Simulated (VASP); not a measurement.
Input of a VASP 6.6.1 run:

INCAR

```
SYSTEM = Al
PREC     = Accurate       ! precision mode
ENCUT    = 520            ! plane-wave cutoff, eV
EDIFF    = 1E-6           ! SCF threshold, eV
ISMEAR   = 0              ! smearing method
SIGMA    = 0.1            ! smearing width, eV
LREAL    = .False.        ! projectors in reciprocal space
LASPH    = .True.         ! aspherical terms in the spheres
NELM     = 100            ! most SCF steps
ALGO     = Normal         ! electronic algorithm
ISIF     = 2              ! what is computed and relaxed
LWAVE    = .False.        ! write WAVECAR
LCHARG   = .False.        ! write CHGCAR
GGA      = PE             ! functional
IVDW     = 12             ! dispersion correction
NBANDS   = 10             ! bands
```

KPOINTS

```
Automatic mesh
0
Gamma
  24 24 12
  0 0 0
```

File POSCAR:

```
Al
1.0
    2.8879383550      0.0000000000      0.0000000000
   -1.4439691775      2.5010279800      0.0000000000
    0.0000000000      0.0000000000      4.5400559202
Al
2
Direct
    0.6666666667      0.3333333333      0.7500000000
    0.3333333333      0.6666666667      0.2500000000
```

Potentials or basis: VASP PAW PBE potentials, release 64 (Al).

Command:

```sh
$ cat potpaw_PBE.64/Al/POTCAR > POTCAR
$ mpirun -np 1 vasp_std > vasp.out
```

Q: Predict the dispersion energy per atom.

A: -0.338 eV.

Q: Predict the band gap on the k mesh.

A: Zero (band 3 reaches 12.81 eV, above the bottom of band 4 at 4.77 eV).

Stress tensor (GPa, compression positive):
```
-3.25  0.00  0.00
 0.00 -3.25  0.00
 0.00  0.00 -0.04
```

Caveat: the cell differs from its parent crystal (biaxial strain in the a-b plane: +3.0 %, then relaxed in part); pairwise dispersion overbinds metals, which lowers pressure and volume.
